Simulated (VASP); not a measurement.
TiC, 2 atoms in the cell. The structure is cubic, space group Fm-3m (No. 225). Conventional cell: a = 4.319 Å, b = 4.319 Å, c = 4.319 Å, α = 90.00°, β = 90.00°, γ = 90.00°. Ti (site symmetry m-3m) has 6 C at 2.16 Å within 2.9 Å. Within 2.9 Å of C (site symmetry m-3m) lie 6 Ti at 2.16 Å. 

```yaml
Program: VASP 6.6.1
Task: single point
Functional: PBE
Potentials_or_basis: VASP PAW PBE potentials, release 64 (Ti_sv, C)
Cutoff: 600 eV
k_mesh: 6 × 6 × 6
Occupations: fermi-dirac, width 0.05 eV
Spin: no spin polarisation
Dipole_correction: no
Further_INCAR_settings: ALGO = Normal; EDIFF = 1e-06; NBANDS = 15
```

Potentials or basis: VASP PAW PBE potentials, release 64 (Ti_sv, C).

Launch:

```sh
$ cat potpaw_PBE.64/Ti_sv/POTCAR potpaw_PBE.64/C/POTCAR > POTCAR
$ mpirun -np 1 vasp_std > vasp.out
```

Hardware: 1 thread of Intel(R) Xeon(R) Platinum 8488C (Sapphire Rapids), with other jobs on the host.

Question: Estimate the wall time of this run.

Answer: Wall time 6.9 s on 1 thread of Intel(R) Xeon(R) Platinum 8488C (Sapphire Rapids), with other jobs on the host, peak memory 0.14 GiB. Counts: scf iterations 14, k points 16.
